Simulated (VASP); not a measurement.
# TaAl2 (P6/mmm) in VASP: further runs, part 2 of 2

VASP 6.6.1.

**5. Relaxation of cell and atoms, PBE**

The input, INCAR:

```
SYSTEM = TaAl2
PREC = Accurate
ENCUT = 600
EDIFF = 1E-6
ISMEAR = 0
SIGMA = 0.1
LREAL = .False.
LASPH = .True.
NELM = 80
ALGO = Normal
ISIF = 3
LWAVE = .False.
LCHARG = .False.
GGA = PE
IBRION = 2
NSW = 90
EDIFFG = -0.04
```

The input, KPOINTS:

```
Automatic mesh
0
Gamma
  6 6 6
  0 0 0
```

The input, POSCAR:

```
TaAl2
1.0
    4.4512863687      0.0000000000      0.0000000000
   -2.2256431844      3.8549270748      0.0000000000
    0.0000000000      0.0000000000      2.8392536504
Ta Al
1 2
Direct
    0.0000000000      0.0000000000      0.0000000000
    0.3333333333      0.6666666667      0.5000000000
    0.6666666667      0.3333333333      0.5000000000
```

Potentials or basis: VASP PAW PBE potentials, release 64 (Ta_pv, Al).

The run is started by

```console
$ cat potpaw_PBE.64/Ta_pv/POTCAR potpaw_PBE.64/Al/POTCAR > POTCAR
$ mpirun -np 1 vasp_std > vasp.out
```

OUTCAR:

```text
SYSTEM = TaAl2
   PREC = Accurate
   ENCUT = 600
   EDIFF = 1E-6
   ISMEAR = 0
   LREAL = .False.
   LASPH = .True.
   NELM = 80
   ISIF = 3
   GGA = PE
   IBRION = 2
   NSW = 90
   EDIFFG = -0.04

 ion  position               nearest neighbor table
   1  0.000  0.000  0.000-   2 2.94   3 2.94   2 2.94   3 2.94   3 2.94   3 2.94   2 2.94   2 2.94
                             3 2.94   3 2.94   2 2.94   2 2.94
   2  0.333  0.667  0.500-   3 2.57   3 2.57   3 2.57   1 2.94   1 2.94   1 2.94   1 2.94   1 2.94
                             1 2.94
   3  0.667  0.333  0.500-   2 2.57   2 2.57   2 2.57   1 2.94   1 2.94   1 2.94   1 2.94   1 2.94
                             1 2.94

  LATTYP: Found a hexagonal cell.
 ALAT       =     4.4512863687
 C/A-ratio  =     0.6378501438

  Lattice vectors:

 A1 = (   4.4512863687,   0.0000000000,   0.0000000000)
 A2 = (  -2.2256431844,   3.8549270748,   0.0000000000)
 A3 = (   0.0000000000,   0.0000000000,   2.8392536504)

Analysis of symmetry for initial positions (statically):
=====================================================================
 Subroutine PRICEL returns:
 Original cell was already a primitive cell.

 Routine SETGRP: Setting up the symmetry group for a
 hexagonal supercell.

 Subroutine GETGRP returns: Found 24 space group operations
 (whereof 24 operations were pure point group operations)
 out of a pool of 24 trial point group operations.

The static configuration has the point symmetry D_6h.

Analysis of symmetry for dynamics (positions and initial velocities):
=====================================================================
 Subroutine PRICEL returns:
 Original cell was already a primitive cell.

 Routine SETGRP: Setting up the symmetry group for a
 hexagonal supercell.

 Subroutine GETGRP returns: Found 24 space group operations
 (whereof 24 operations were pure point group operations)
 out of a pool of 24 trial point group operations.

[... 179 lines left out ...]
    total drift:                               -0.000000      0.000000      0.000000

  FREE ENERGIE OF THE ION-ELECTRON SYSTEM (eV)
  ---------------------------------------------------
  free  energy   TOTEN  =       -19.6907352943 eV

  energy  without entropy=      -19.6787641857  energy(sigma->0) =      -19.68474974

--------------------------------------- Ionic step        2  -------------------------------------------

 number of electron      16.9999998 magnetization

 Free energy of the ion-electron system (eV)
  ---------------------------------------------------
  ext. energy  EPLUGINS =         0.00000000
  ---------------------------------------------------
  free energy    TOTEN  =       -19.70845281 eV

  energy without entropy =      -19.69265224  energy(sigma->0) =      -19.70055253

 E-fermi :   7.4673     XC(G=0): -11.2366

 val. band max:        7.4496334870   @ k =   0.5000  -0.0000   0.1667
 cond. band min:       7.4976268658   @ k =   0.3333   0.1667   0.1667
 fundamental gap:      0.0479933789
 Fermi energy:         7.4673491495

 k-point     1 :       0.0000    0.0000    0.0000
  band No.  band energies     occupation
      1     -26.7169      2.00000
      2     -26.7169      2.00000
      3     -26.0365      2.00000
      4      -2.9796      2.00000
      5       3.7965      2.00000
      6       3.7965      2.00000
      7       4.9853      2.00000
      8       6.4941      2.00000
      9       8.2275      0.00000
     10       8.2275      0.00000
     11      11.1339      0.00000
     12      11.1339      0.00000
[... 331 lines left out ...]
 k-point    24 :       0.3333   -0.0000    0.5000
  band No.  band energies     occupation
      1     -27.0203      2.00000
      2     -26.6059      2.00000
      3     -26.6012      2.00000
      4       1.8658      2.00000
      5       3.0652      2.00000
      6       4.4309      2.00000
      7       4.8667      2.00000
      8       5.3426      2.00000
      9       8.1235      0.00000
     10       9.2073      0.00000
     11       9.2700      0.00000
     12      10.9853      0.00000

 [... further k-points ...]
[... 5 lines left out ...]
  --------------------------------------------------------------------------------------
  -------------------------------------------------------------------------------------
  Total        0.0749830      0.0749830      0.0604480     -0.0000000      0.0000000      0.0000000
  in kB        2.4563585      2.4563585      1.9802095     -0.0000000      0.0000000      0.0000000
  external PRESSURE =       2.2976421 kB  Pullay stress =       0.0000000 kB

 VOLUME and BASIS-vectors are now :
 -----------------------------------------------------------------------------
  energy-cutoff  :      600.00
  volume of cell :       48.91
      direct lattice vectors                 reciprocal lattice vectors
     4.499942801 -0.000000000  0.000000000     0.222225047  0.128301691 -0.000000000
    -2.249971400  3.897064781  0.000000000     0.000000000  0.256603381 -0.000000000
     0.000000000  0.000000000  2.788926332    -0.000000000 -0.000000000  0.358560923

 POSITION                                       TOTAL-FORCE (eV/Angst)
 -----------------------------------------------------------------------------------
      0.00000     -0.00000      0.00000         0.000000     -0.000000      0.000000
     -0.00000      2.59804      1.39446         0.000000      0.000000     -0.000000
      2.24997      1.29902      1.39446        -0.000000     -0.000000      0.000000
 -----------------------------------------------------------------------------------
    total drift:                               -0.000000     -0.000000      0.000000

  FREE ENERGIE OF THE ION-ELECTRON SYSTEM (eV)
  ---------------------------------------------------
  free  energy   TOTEN  =       -19.7084528111 eV

  energy  without entropy=      -19.6926522415  energy(sigma->0) =      -19.70055253

 reached required accuracy - stopping structural energy minimisation
```

OSZICAR:

```text
N       E                     dE             d eps       ncg     rms          rms(c)
DAV:   1     0.753345229848E+02    0.75335E+02   -0.89649E+03   672   0.138E+03
DAV:   2    -0.176501015544E+02   -0.92985E+02   -0.90118E+02   772   0.276E+02
DAV:   3    -0.204605965009E+02   -0.28105E+01   -0.26511E+01   892   0.405E+01
[... 13 lines left out ...]
DAV:   3    -0.197093847683E+02    0.85608E-02   -0.14336E-02   828   0.874E-01    0.238E-01
DAV:   4    -0.197084611133E+02    0.92365E-03   -0.23116E-03   876   0.332E-01    0.136E-01
DAV:   5    -0.197084627864E+02   -0.16731E-05   -0.22867E-04   772   0.126E-01    0.379E-02
DAV:   6    -0.197084537740E+02    0.90124E-05   -0.22351E-05   768   0.340E-02    0.177E-02
DAV:   7    -0.197084528111E+02    0.96298E-06   -0.49734E-06   788   0.177E-02
   2 F= -.19708453E+02 E0= -.19700553E+02  d E =-.177175E-01
```

Wall time 69 s (1 thread of AMD EPYC 7R13, shared host); peak memory 0.16 GiB.

What came out:

- Free energy: -19.7085 eV
- Relaxed volume: 16.30 Å³/atom
- Relaxed cell: a = 4.500 Å, b = 4.500 Å, c = 2.789 Å, α = 90.00°, β = 90.00°, γ = 120.00°
- Space group after relaxing (to 0.05 Å): P6/mmm (No. 191)
- Energy gained by relaxing: 5.9 meV/atom
- Ionic steps: 2
- Pressure after relaxing: 0.2 GPa

The path:
```
step  energy change (eV)  largest force (eV/Å)  pressure (GPa)  volume (Å³)
   1              0.0000                0.0000            0.28        48.72
   2             -0.0177                0.0000            0.23        48.91
```

Final structure:
```
Ta Al
1.0
     4.49994    0.00000    0.00000
    -2.24997    3.89706    0.00000
     0.00000    0.00000    2.78893
Ta Al
1 2
Direct
  0.00000 0.00000 0.00000
  0.33333 0.66667 0.50000
  0.66667 0.33333 0.50000
```

Caveat: the k points lie up to 0.38 Å⁻¹ apart in the final cell; spin-orbit coupling is left out, which moves the levels of the heavy elements.

**6. Summary**

| task | cell | k mesh | cutoff (eV) | gap on the mesh (eV) | pressure (GPa) | relaxed volume (Å³/atom) |
| --- | --- | --- | --- | --- | --- | --- |
| single point | a = 4.451, b = 4.451, c = 2.839 Å, angles 90.0, 90.0, 120.0°, 3 atoms | 6 × 6 × 4 | 520 | none | 0.1 | - |
| single point | a = 4.504, b = 4.504, c = 2.789 Å, angles 90.0, 90.0, 120.0°, 3 atoms | 6 × 6 × 6 | 520 | none | 0.0 | - |
| relaxation of cell and atoms | relaxed from a = 3.629, b = 3.629, c = 3.943 Å, angles 90.0, 90.0, 120.0°, 3 atoms | 6 × 6 × 4 | 600 | none | 0.0 | 16.24 |
| relaxation of cell and atoms | relaxed from a = 4.451, b = 4.451, c = 2.839 Å, angles 90.0, 90.0, 120.0°, 3 atoms | 6 × 6 × 6 | 600 | none | 0.2 | 16.30 |

Alike in all rows: level PBE; potentials or basis VASP PAW PBE potentials, release 64 (Ta_pv, Al); no spin polarisation; smearing gaussian 0.1 eV.

Caveats: all runs use coarse meshes; spin-orbit coupling is left out, which moves the levels of the heavy elements.

Absolute energies hang on the potentials; compare differences alone.
